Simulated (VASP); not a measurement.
# C (P6_3/mmc) in VASP: a series of runs

C is run at these levels: PBE; tasks: single point, relaxation of cell and atoms.

Program: VASP 6.6.1. These are calculated values, not measurements. Logs are shortened: lines on timing, memory, paths and dates and some standing lists are left out, and cuts for length are marked.

## (1) The cell of the first run

Symmetry: P6_3/mmc, No. 194, hexagonal system. Conventional cell: a = 2.467 Å, b = 2.467 Å, c = 8.529 Å, α = 90.00°, β = 90.00°, γ = 120.00°. Within 1.9 Å of C (site symmetry -6m2) lie 3 C at 1.42 Å. C (site symmetry -6m2) has 3 C at 1.42 Å within 1.9 Å.

## (2) Single point, PBE

Contents of INCAR:

```
PREC = Accurate
ENCUT = 520
EDIFF = 1E-6
ISMEAR = 0
SIGMA = 0.1
LREAL = F
LASPH = T
NELM = 100
ALGO = Normal
ISIF = 2
LWAVE = F
LCHARG = F
GGA = PE
NBANDS = 16
```

Contents of KPOINTS:

```
regular mesh
0
Gamma
  21 21 6
```

Contents of POSCAR:

```
C
1.0
    2.4665105893      0.0000000000      0.0000000000
   -1.2332552946      2.1360608291      0.0000000000
    0.0000000000      0.0000000000      8.5290660844
C
4
Direct
    0.0000000000      0.0000000000      0.0025000000
    0.0000000000      0.0000000000      0.5025000000
    0.3333333333      0.6666666667      0.0025000000
    0.6666666667      0.3333333333      0.5025000000
```

Potentials or basis: VASP PAW PBE potentials, release 64 (C).

Launch:

```bash
> cat potpaw_PBE.64/C/POTCAR > POTCAR
> mpirun -np 1 vasp_std > vasp.out
```

OUTCAR:

```text
PREC = Accurate
   ENCUT = 520
   EDIFF = 1E-6
   ISMEAR = 0
   LREAL = F
   LASPH = T
   NELM = 100
   ISIF = 2
   GGA = PE

 ion  position               nearest neighbor table
   1  0.000  0.000  0.002-   3 1.42   3 1.42   3 1.42
   2  0.000  0.000  0.502-   4 1.42   4 1.42   4 1.42
   3  0.333  0.667  0.002-   1 1.42   1 1.42   1 1.42
   4  0.667  0.333  0.502-   2 1.42   2 1.42   2 1.42

  LATTYP: Found a hexagonal cell.
 ALAT       =     2.4665105893
 C/A-ratio  =     3.4579482940

  Lattice vectors:

 A1 = (   2.4665105893,   0.0000000000,   0.0000000000)
 A2 = (  -1.2332552946,   2.1360608291,   0.0000000000)
 A3 = (   0.0000000000,   0.0000000000,   8.5290660844)

Analysis of symmetry for initial positions (statically):
=====================================================================
 Subroutine PRICEL returns:
 Original cell was already a primitive cell.

 Routine SETGRP: Setting up the symmetry group for a
 hexagonal supercell.

 Subroutine GETGRP returns: Found 24 space group operations
 (whereof  6 operations were pure point group operations)
 out of a pool of 24 trial point group operations.

The static configuration has the point symmetry C_3v.
 The point group associated with its full space group is D_6h.

Analysis of symmetry for dynamics (positions and initial velocities):
=====================================================================
 Subroutine PRICEL returns:
 Original cell was already a primitive cell.

 Routine SETGRP: Setting up the symmetry group for a
 hexagonal supercell.

 Subroutine GETGRP returns: Found 24 space group operations
 (whereof  6 operations were pure point group operations)
 out of a pool of 24 trial point group operations.

The dynamic configuration has the point symmetry C_3v.
 The point group associated with its full space group is D_6h.

 Subroutine INISYM returns: Found 24 space group operations
 (whereof  6 operations are pure point group operations),
 and found     1 'primitive' translations

----------------------------------------------------------------------------------------

                                     Primitive cell

  volume of cell :      44.9364

  direct lattice vectors                    reciprocal lattice vectors
     2.466510589  0.000000000  0.000000000     0.405431059  0.234075731  0.000000000
[... 84 lines left out ...]
   ISPIN  =      1    spin polarized calculation?
   LNONCOLLINEAR =      F non collinear calculations
   LSORBIT =      F    spin-orbit coupling
   LASPH  =      T    aspherical Exc in radial PAW
   ENCUT  =  520.0 eV  38.22 Ry    6.18 a.u.   4.59  4.59 15.86*2*pi/ulx,y,z
   NELM   =    100;   NELMIN=  2; NELMDL= -5     # of ELM steps
   EDIFF  = 0.1E-05   stopping-criterion for ELM
   LREAL  =      F    real-space projection
   EDIFFG = 0.1E-04   stopping-criterion for IOM
   NSW    =      0    number of steps for IOM
   IBRION =     -1    ionic relax: 0-MD 1-quasi-New 2-CG
   NFREE  =      0    steps in history (QN), initial steepest desc. (CG)
   ISIF   =      2    stress and relaxation
   ISYM   =      2    0-nonsym 1-usesym 2-fastsym
   POTIM  = 0.5000    time-step for ionic-motion
   TEBEG  =    0.0;   TEEND  =   0.0 temperature during run
   PSTRESS=    0.0 pullay stress
   NELECT =      16.0000    total number of electrons
   NUPDOWN=      -1.0000    fix difference up-down
   EMIN   =  10.00;   EMAX   =-10.00  energy-range for DOS
   EFERMI =   0.00;   METHOD = LEGACY
   ISMEAR =     0;   SIGMA  =   0.10  broadening in eV -4-tet -1-fermi 0-gaus
   EFERMI_NEDOS =   21; number of points for ismear=-14 and -15
   IALGO  =     38    algorithm
   IMIX   =      4    mixing-type and parameters
     AMIX     =   0.40;   BMIX     =  1.00
     AMIX_MAG =   1.60;   BMIX_MAG =  1.00
  volume/ion in A,a.u.               =      11.23        75.81
  Fermi-wavevector in a.u.,A,eV,Ry     =   1.160332  2.192709 18.318469  1.346369
  Thomas-Fermi vector in A             =   2.296915
   LORBIT       =      0    0 simple, 1 ext, 2 COOP (PROOUT), +10 PAW based schemes
   GGA     = PE    functional components
   LHFCALC =     F    Hartree Fock is set to
   AEXX    =    0.0000 exact exchange contribution
   IVDW    =     0    specifies the selected vdW correction
   LEPSILON=     F    determine dielectric tensor
   LRPA    =     F    only Hartree local field effects (RPA)
 non-spin polarized calculation
 Gauss-broadening in eV      SIGMA  =   0.10
  energy-cutoff  :      520.00
  volume of cell :       44.94
 maximum number of plane-waves:      1233
   NGX =  9   NGY =  9   NGZ = 31

 number of electron      15.9999996 magnetization

 Free energy of the ion-electron system (eV)
  ---------------------------------------------------
  ext. energy  EPLUGINS =         0.00000000
  ---------------------------------------------------
  free energy    TOTEN  =       -36.90566954 eV

  energy without entropy =      -36.90490034  energy(sigma->0) =      -36.90528494

 E-fermi :   2.7906     XC(G=0):  -8.7204

 val. band max:        2.7902309659   @ k =   0.3333   0.3333   0.1667
 cond. band min:       2.7908770849   @ k =   0.3333   0.3333   0.3333
 fundamental gap:      0.0006461190
 Fermi energy:         2.7906179112

 k-point     1 :       0.0000    0.0000    0.0000
  band No.  band energies     occupation
      1     -16.7419      2.00000
      2     -16.7062      2.00000
      3      -5.0556      2.00000
      4      -4.5740      2.00000
      5      -0.2534      2.00000
      6      -0.2534      2.00000
[... 433 lines left out ...]
      3      -4.3865      2.00000
      4      -4.3797      2.00000
      5      -3.2811      2.00000
      6      -2.8418      2.00000
[... 8 lines left out ...]
     15      14.6675      0.00000
     16      14.7600      0.00000

 [... further k-points ...]
[... 5 lines left out ...]
  --------------------------------------------------------------------------------------
  -------------------------------------------------------------------------------------
  Total        0.1551471      0.1551471     -0.0063213      0.0000000     -0.0000000      0.0000000
  in kB        5.5316689      5.5316689     -0.2253806      0.0000000     -0.0000000      0.0000000
  external PRESSURE =       3.6126524 kB  Pullay stress =       0.0000000 kB

 VOLUME and BASIS-vectors are now :
 -----------------------------------------------------------------------------
  energy-cutoff  :      520.00
  volume of cell :       44.94
      direct lattice vectors                 reciprocal lattice vectors
     2.466510589  0.000000000  0.000000000     0.405431059  0.234075731  0.000000000
    -1.233255295  2.136060829  0.000000000     0.000000000  0.468151462  0.000000000
     0.000000000  0.000000000  8.529066084     0.000000000  0.000000000  0.117246131

 POSITION                                       TOTAL-FORCE (eV/Angst)
 -----------------------------------------------------------------------------------
      0.00000      0.00000      0.02132         0.000000     -0.000000     -0.000000
      0.00000      0.00000      4.28586        -0.000000     -0.000000      0.000000
     -0.00000      1.42404      0.02132        -0.000000      0.000000      0.000000
      1.23326      0.71202      4.28586         0.000000      0.000000     -0.000000
 -----------------------------------------------------------------------------------
    total drift:                               -0.000000     -0.000000     -0.000011

  FREE ENERGIE OF THE ION-ELECTRON SYSTEM (eV)
  ---------------------------------------------------
  free  energy   TOTEN  =       -36.9056695387 eV

  energy  without entropy=      -36.9049003370  energy(sigma->0) =      -36.90528494
```

It took 74 s on 1 thread of Intel Xeon Platinum 8488C (Sapphire Rapids), shared host; peak memory 0.21 GiB.

Results:

```
Free energy            : -36.9057 eV
Pressure               : 0.4 GPa
Band gap on the k mesh : zero (filled and empty bands touch)
```

Levels at points of the mesh, in eV from the Fermi level:
```tsv
k point	band 5	band 6	band 7	band 8	band 9	band 10	band 11	band 12
(0.00, 0.00, 0.00)	-3.04	-3.04	-3.04	-3.04	3.08	6.39	8.30	8.30
(0.00, 0.00, 0.50)	-3.04	-3.04	-3.04	-3.04	4.35	4.35	8.30	8.30
```

Caveat: this functional lacks dispersion, which binds layers or chains, so the pressure and a relaxed spacing across them are unreliable.

## (3) Relaxation of cell and atoms, PBE

This run uses another cell than the first one, of 8.87 Å³/atom.

Contents of INCAR:

```
ALGO     = Normal         # electronic algorithm
EDIFF    = 1E-6           # SCF threshold, eV
EDIFFG   = -0.005         # ionic threshold
ENCUT    = 600            # plane-wave cutoff, eV
GGA      = PE             # functional
IBRION   = 2              # ionic algorithm
ISIF     = 3              # what is computed and relaxed
ISMEAR   = 0              # smearing method
LASPH    = True           # aspherical terms in the spheres
LCHARG   = False          # write CHGCAR
LREAL    = False          # projectors in reciprocal space
LWAVE    = False          # write WAVECAR
NELM     = 100            # most SCF steps
NSW      = 70             # ionic steps
PREC     = Accurate       # precision mode
SIGMA    = 0.1            # smearing width, eV
```

Contents of KPOINTS:

```
k-points
0
Gamma
  21 21 6
```

Contents of POSCAR:

```
C
1.0
    2.4649634493      0.0000000000      0.0000000000
   -1.2324817246      2.1347209665      0.0000000000
    0.0000000000      0.0000000000      6.7405393636
C
4
Direct
    0.0000000000      0.0000000000      0.0025000117
    0.0000000000      0.0000000000      0.5025000117
    0.3333333333      0.6666666667      0.0024999883
    0.6666666667      0.3333333333      0.5024999883
```

Potentials or basis: VASP PAW PBE potentials, release 64 (C).

Launch:

```bash
> cat potpaw_PBE.64/C/POTCAR > POTCAR
> mpirun -np 1 vasp_std > vasp.out
```

It took 9.2 min on 1 thread of Intel Xeon Platinum 8488C (Sapphire Rapids), shared host; peak memory 0.21 GiB.

The run converged. Its results:

```yaml
Free_energy: -36.9021 eV
Relaxed_volume: 10.41 Å³/atom
Relaxed_cell: a = 2.467 Å, b = 2.467 Å, c = 7.898 Å, α = 90.00°, β = 90.00°, γ = 120.00°
Space_group_after_relaxing_to_0.1_Å: P6_3/mmc (No. 194)
Energy_gained_by_relaxing: 11.2 meV/atom
Ionic_steps: 23
Pressure_after_relaxing: 0.0 GPa
Band_gap_on_the_k_mesh: zero (filled and empty bands overlap)
```

The path:
| step | energy change (eV) | largest force (eV/Å) | pressure (GPa) | volume (Å³) |
| --- | --- | --- | --- | --- |
| 1 | 0.0000 | 0.0000 | 1.41 | 35.47 |
| 2 | -0.0050 | 0.0000 | 0.08 | 35.87 |
| 3 | -0.0098 | 0.0000 | -2.94 | 36.84 |
| 4 | -0.0109 | 0.0000 | -2.93 | 36.89 |
| 5 | -0.0140 | 0.0000 | -2.78 | 37.05 |
| 6 | -0.0197 | 0.0000 | -2.17 | 37.36 |
| 7 | -0.0287 | 0.0000 | -1.48 | 37.99 |
| 8 | -0.0391 | 0.0000 | 0.57 | 39.23 |
| 9 | -0.0346 | 0.0000 | 4.19 | 41.66 |
| 10 | -0.0411 | 0.0000 | 1.71 | 39.93 |
| 11 | -0.0411 | 0.0000 | 2.18 | 40.25 |
| 12 | -0.0444 | 0.0000 | 0.65 | 41.27 |
| 13 | -0.0447 | 0.0000 | 0.05 | 41.67 |
| 14 | -0.0447 | 0.0000 | 0.14 | 41.64 |
| 15 | -0.0447 | 0.0000 | 0.10 | 41.59 |
| 16 | -0.0447 | 0.0000 | 0.08 | 41.63 |
| 17 | -0.0447 | 0.0000 | 0.11 | 41.61 |
| 18 | -0.0447 | 0.0000 | 0.10 | 41.62 |
| 19 | -0.0447 | 0.0000 | 0.09 | 41.62 |
| 20 | -0.0447 | 0.0000 | 0.08 | 41.61 |
| 21 | -0.0447 | 0.0000 | 0.08 | 41.61 |
| 22 | -0.0447 | 0.0000 | 0.09 | 41.61 |
| 23 | -0.0447 | 0.0000 | 0.01 | 41.63 |

Final structure:
```cif
data_structure
_symmetry_space_group_name_H-M 'P 1'
_symmetry_Int_Tables_number 1
_cell_length_a 2.4671
_cell_length_b 2.4671
_cell_length_c 7.8984
_cell_angle_alpha 90.000
_cell_angle_beta 90.000
_cell_angle_gamma 120.000
_cell_volume 41.63
loop_
_atom_site_label
_atom_site_type_symbol
_atom_site_fract_x
_atom_site_fract_y
_atom_site_fract_z
_atom_site_occupancy
C1 C 0.00000 0.00000 0.00250 1
C2 C 0.00000 0.00000 0.50250 1
C3 C 0.33333 0.66667 0.00250 1
C4 C 0.66667 0.33333 0.50250 1
```

Levels at points of the mesh, in eV from the Fermi level:
```
           k point  band 5  band 6  band 7  band 8  band 9  band 10  band 11  band 12
(0.00, 0.00, 0.00)   -3.04   -3.04   -3.04   -3.04    3.34     7.42     8.30     8.30
(0.00, 0.00, 0.50)   -3.04   -3.04   -3.04   -3.04    4.94     4.94     8.30     8.30
```

Caveat: the volume moved by over 15 % at a fixed basis, so the end points are rough; this functional lacks dispersion, which binds layers or chains, so the pressure and a relaxed spacing across them are unreliable. Zero-point motion and thermal expansion aren't in these numbers.
